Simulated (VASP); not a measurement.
# MoS2 (P6_3/mmc) in VASP: notebook

MoS2 is run at these levels: PBE+D3(BJ); tasks: single point, relaxation of shape and atoms at fixed volume.

Program: VASP 6.6.1. These are calculated values, not measurements. Logs are shortened: lines on timing, memory, paths and dates and some standing lists are left out, and cuts for length are marked.

**The experiment to reproduce.**

“Multiwavelength excitation Raman Scattering Analysis of bulk and 2 dimensional MoS2: Vibrational properties of atomically thin MoS2 layers”, 2015, arxiv:1506.03228 reports, for a bulk crystal of MoS2 at 300 K: band gap 1.3 eV (indirect).

How close the calculation comes is told below.

### Step 1. The cell of the first run

Symmetry: P6_3/mmc, No. 194, hexagonal system. The conventional cell has a = 3.161 Å, b = 3.161 Å, c = 12.384 Å, α = 90.00°, β = 90.00°, γ = 120.00°. Mo (site symmetry -6m2) has 6 S at 2.40 Å and 6 Mo at 3.16 Å within 3.2 Å. Within 3.2 Å of S (site symmetry 3m) lie 3 Mo at 2.40 Å and 7 S at 3.13 to 3.16 Å.

### Step 2. Single point, PBE+D3(BJ)

INCAR reads:

```
ALGO = Normal
EDIFF = 1E-6
ENCUT = 520
GGA = PE
ISIF = 2
ISMEAR = 0
IVDW = 12
LASPH = T
LCHARG = T
LELF = T
LREAL = F
LVHAR = T
LWAVE = F
NBANDS = 35
NELM = 80
PREC = Accurate
SIGMA = 0.05
```

KPOINTS reads:

```
k-points
0
Gamma
  10 10 2
```

POSCAR reads:

```
MoS2
1.0
    3.1612766259      0.0000000000      0.0000000000
   -1.5806383129      2.7377458664      0.0000000000
    0.0000000000      0.0000000000     12.3842915501
Mo S
2 4
Direct
    0.3333333333      0.6666666667      0.2500000000
    0.6666666667      0.3333333333      0.7500000000
    0.3333333333      0.6666666667      0.6236241647
    0.6666666667      0.3333333333      0.1236241647
    0.3333333333      0.6666666667      0.8763758353
    0.6666666667      0.3333333333      0.3763758353
```

Potentials or basis: VASP PAW PBE potentials, release 64 (Mo_sv, S).

The run is started by

```sh
$ cat potpaw_PBE.64/Mo_sv/POTCAR potpaw_PBE.64/S/POTCAR > POTCAR
$ mpirun -np 1 vasp_std > vasp.out
```

OUTCAR:

```text
EDIFF = 1E-6
   ENCUT = 520
   GGA = PE
   ISIF = 2
   ISMEAR = 0
   IVDW = 12
   LASPH = T
   LREAL = F
   NELM = 80
   PREC = Accurate
 IVDW          = 12

 ion  position               nearest neighbor table
   1  0.333  0.667  0.250-   4 2.40   6 2.40   4 2.40   6 2.40   4 2.40   6 2.40
   2  0.667  0.333  0.750-   3 2.40   5 2.40   3 2.40   5 2.40   3 2.40   5 2.40
   3  0.333  0.667  0.624-   2 2.40   2 2.40   2 2.40
   4  0.667  0.333  0.124-   1 2.40   1 2.40   1 2.40
   5  0.333  0.667  0.876-   2 2.40   2 2.40   2 2.40
   6  0.667  0.333  0.376-   1 2.40   1 2.40   1 2.40

  LATTYP: Found a hexagonal cell.
 ALAT       =     3.1612766259
 C/A-ratio  =     3.9174969532

  Lattice vectors:

 A1 = (   3.1612766259,   0.0000000000,   0.0000000000)
 A2 = (  -1.5806383129,   2.7377458664,   0.0000000000)
 A3 = (   0.0000000000,   0.0000000000,  12.3842915501)

Analysis of symmetry for initial positions (statically):
=====================================================================
 Subroutine PRICEL returns:
 Original cell was already a primitive cell.

 Routine SETGRP: Setting up the symmetry group for a
 hexagonal supercell.

 Subroutine GETGRP returns: Found 24 space group operations
 (whereof 12 operations were pure point group operations)
 out of a pool of 24 trial point group operations.

The static configuration has the point symmetry D_3d.
 The point group associated with its full space group is D_6h.

Analysis of symmetry for dynamics (positions and initial velocities):
=====================================================================
 Subroutine PRICEL returns:
 Original cell was already a primitive cell.

 Routine SETGRP: Setting up the symmetry group for a
 hexagonal supercell.

 Subroutine GETGRP returns: Found 24 space group operations
 (whereof 12 operations were pure point group operations)
 out of a pool of 24 trial point group operations.

The dynamic configuration has the point symmetry D_3d.
 The point group associated with its full space group is D_6h.

 Subroutine INISYM returns: Found 24 space group operations
 (whereof 12 operations are pure point group operations),
 and found     1 'primitive' translations

----------------------------------------------------------------------------------------

[... 100 lines left out ...]
   EDIFF  = 0.1E-05   stopping-criterion for ELM
   LREAL  =      F    real-space projection
   EDIFFG = 0.1E-04   stopping-criterion for IOM
   NSW    =      0    number of steps for IOM
   IBRION =     -1    ionic relax: 0-MD 1-quasi-New 2-CG
   NFREE  =      0    steps in history (QN), initial steepest desc. (CG)
   ISIF   =      2    stress and relaxation
   ISYM   =      2    0-nonsym 1-usesym 2-fastsym
   POTIM  = 0.5000    time-step for ionic-motion
   TEBEG  =    0.0;   TEEND  =   0.0 temperature during run
   PSTRESS=    0.0 pullay stress
   NELECT =      52.0000    total number of electrons
   NUPDOWN=      -1.0000    fix difference up-down
   EMIN   =  10.00;   EMAX   =-10.00  energy-range for DOS
   EFERMI =   0.00;   METHOD = LEGACY
   ISMEAR =     0;   SIGMA  =   0.05  broadening in eV -4-tet -1-fermi 0-gaus
   EFERMI_NEDOS =   21; number of points for ismear=-14 and -15
   IALGO  =     38    algorithm
   IMIX   =      4    mixing-type and parameters
     AMIX     =   0.40;   BMIX     =  1.00
     AMIX_MAG =   1.60;   BMIX_MAG =  1.00
  volume/ion in A,a.u.               =      17.86       120.55
  Fermi-wavevector in a.u.,A,eV,Ry     =   1.286373  2.430893 22.514325  1.654756
  Thomas-Fermi vector in A             =   2.418452
   LORBIT       =      0    0 simple, 1 ext, 2 COOP (PROOUT), +10 PAW based schemes
   GGA     = PE    functional components
   LHFCALC =     F    Hartree Fock is set to
   AEXX    =    0.0000 exact exchange contribution
   IVDW    =    12    specifies the selected vdW correction
   LEPSILON=     F    determine dielectric tensor
   LRPA    =     F    only Hartree local field effects (RPA)
 non-spin polarized calculation
 Gauss-broadening in eV      SIGMA  =   0.05
  energy-cutoff  :      520.00
  volume of cell :      107.18
 maximum number of plane-waves:      2912
 NGX is ok and might be reduce to    24
   NGX = 11   NGY = 11   NGZ = 47

 number of electron      51.9999996 magnetization

 Free energy of the ion-electron system (eV)
  ---------------------------------------------------
  ext. energy  EPLUGINS =         0.00000000
  ---------------------------------------------------
  free energy    TOTEN  =       -43.61594878 eV

  energy without entropy =      -43.61594878  energy(sigma->0) =      -43.61594878

 E-fermi :   7.8769     XC(G=0): -10.8063

 val. band max:        7.4534335071   @ k =   0.0000   0.0000   0.0000
 cond. band min:       8.4283371569   @ k =   0.2000   0.2000   0.0000
 fundamental gap:      0.9749036498
 Fermi energy:         7.8768803710

 k-point     1 :       0.0000    0.0000    0.0000
  band No.  band energies     occupation
      1     -54.0153      2.00000
      2     -54.0153      2.00000
      3     -28.1702      2.00000
      4     -28.1701      2.00000
      5     -27.9421      2.00000
      6     -27.9421      2.00000
[... 901 lines left out ...]
     34      11.0599      0.00000
     35      13.5414      0.00000

 [... further k-points ...]

------------------------ aborting loop because EDIFF is reached ----------------------------------------

 Edisp (eV)   -2.54058

 E8    (eV) :    -1.0247

  FORCE on cell =-STRESS in cart. coord.  units (eV):
  Direction    XX          YY          ZZ          XY          YZ          ZX
  --------------------------------------------------------------------------------------
  -------------------------------------------------------------------------------------
  Total      -0.91095    -0.91095    -0.96492    -0.00000     0.00000     0.00000
  in kB     -13.61692   -13.61692   -14.42372    -0.00000     0.00000     0.00000
  external pressure =      -13.89 kB  Pullay stress =        0.00 kB

 VOLUME and BASIS-vectors are now :
 -----------------------------------------------------------------------------
  energy-cutoff  :      520.00
  volume of cell :      107.18
      direct lattice vectors                 reciprocal lattice vectors
     3.161276626  0.000000000  0.000000000     0.316327901  0.182631999  0.000000000
    -1.580638313  2.737745866  0.000000000     0.000000000  0.365263998  0.000000000
     0.000000000  0.000000000 12.384291550     0.000000000  0.000000000  0.080747453

 POSITION                                       TOTAL-FORCE (eV/Angst)
 -----------------------------------------------------------------------------------
     -0.00000      1.82516      3.09607        -0.000000     -0.000000     -0.000000
      1.58064      0.91258      9.28822         0.000000      0.000000     -0.000000
     -0.00000      1.82516      7.72314        -0.000000      0.000000      0.015608
      1.58064      0.91258      1.53100         0.000000     -0.000000      0.015608
     -0.00000      1.82516     10.85329        -0.000000     -0.000000     -0.015608
      1.58064      0.91258      4.66115         0.000000     -0.000000     -0.015608
 -----------------------------------------------------------------------------------
    total drift:                               -0.000000      0.000000     -0.000000

  FREE ENERGIE OF THE ION-ELECTRON SYSTEM (eV)
  ---------------------------------------------------
  free  energy   TOTEN  =       -46.1565290902 eV

  energy  without entropy=      -46.1565290902  energy(sigma->0) =      -46.15652909
```

OSZICAR:

```text
N       E                     dE             d eps       ncg     rms          rms(c)
DAV:   1     0.443856968862E+03    0.44386E+03   -0.29361E+04  2152   0.141E+03
DAV:   2    -0.245867079688E+02   -0.46844E+03   -0.45352E+03  2398   0.368E+02
DAV:   3    -0.461252579208E+02   -0.21539E+02   -0.21162E+02  2335   0.727E+01
DAV:   4    -0.465396745199E+02   -0.41442E+00   -0.41341E+00  2351   0.104E+01
DAV:   5    -0.465476132037E+02   -0.79387E-02   -0.79375E-02  2293   0.142E+00    0.342E+01
DAV:   6    -0.444004806686E+02    0.21471E+01   -0.12362E+01  2122   0.225E+01    0.127E+01
DAV:   7    -0.439894730276E+02    0.41101E+00   -0.58768E+00  2076   0.147E+01    0.818E+00
DAV:   8    -0.436140111335E+02    0.37546E+00   -0.87543E-01  2098   0.631E+00    0.296E+00
DAV:   9    -0.436244301240E+02   -0.10419E-01   -0.10402E-01  2270   0.160E+00    0.132E+00
DAV:  10    -0.436160022489E+02    0.84279E-02   -0.34497E-02  2143   0.125E+00    0.406E-01
DAV:  11    -0.436161273509E+02   -0.12510E-03   -0.19542E-03  2166   0.237E-01    0.231E-01
DAV:  12    -0.436159450354E+02    0.18232E-03   -0.47392E-04  2178   0.127E-01    0.115E-01
DAV:  13    -0.436159444580E+02    0.57740E-06   -0.17466E-04  2256   0.665E-02    0.823E-03
DAV:  14    -0.436159481141E+02   -0.36561E-05   -0.11715E-05  1985   0.160E-02    0.178E-02
DAV:  15    -0.436159487810E+02   -0.66695E-06   -0.69985E-07  1396   0.423E-03
   1 F= -.46156529E+02 E0= -.46156529E+02  d E =-.100117E-34
```

stdout:

```text
POSCAR found type information on POSCAR MoS
 POSCAR found :  2 types and       6 ions
 scaLAPACK will be used
 LDA part: xc-table for (Slater+PW92), standard interpolation
 POSCAR, INCAR and KPOINTS ok, starting setup
 FFT: planning ... GRIDC
 FFT: planning ... GRID_SOFT
 FFT: planning ... GRID
 WAVECAR not read
 entering main loop
```

Wall time 97 s (1 thread of AMD EPYC 9R45 (Zen 5), shared host); peak memory 0.24 GiB.

Results:

```
Free energy                : -46.1565 eV
Pressure                   : -1.4 GPa
Largest force              : 0.016 eV/Å
Band gap on the k mesh     : 0.97 eV, indirect (least direct gap 1.90 eV)
Dispersion energy per atom : -0.423 eV
```

Forces in eV/Å, atoms in the order of the input:
```
Mo   0.000  0.000  0.000
Mo   0.000  0.000  0.000
S    0.000  0.000  0.016
S    0.000  0.000  0.016
S    0.000  0.000 -0.016
S    0.000  0.000 -0.016
```

Levels at points of the mesh, in eV from the valence-band top:
| k point | band 23 | band 24 | band 25 | band 26 | band 27 | band 28 | band 29 | band 30 |
| --- | --- | --- | --- | --- | --- | --- | --- | --- |
| (0.00, 0.00, 0.00) | -2.08 | -1.22 | -1.13 | 0.00 | 2.16 | 2.16 | 2.19 | 2.19 |
| (0.50, 0.00, 0.00) | -1.67 | -1.48 | -1.36 | -1.25 | 1.67 | 1.71 | 2.07 | 2.33 |
| (0.00, 0.00, 0.50) | -2.10 | -2.10 | -0.27 | -0.27 | 2.17 | 2.17 | 2.17 | 2.17 |
| (0.50, 0.00, 0.50) | -1.58 | -1.58 | -1.30 | -1.30 | 1.69 | 1.69 | 2.21 | 2.21 |

(Continued in part 2 of 2.)
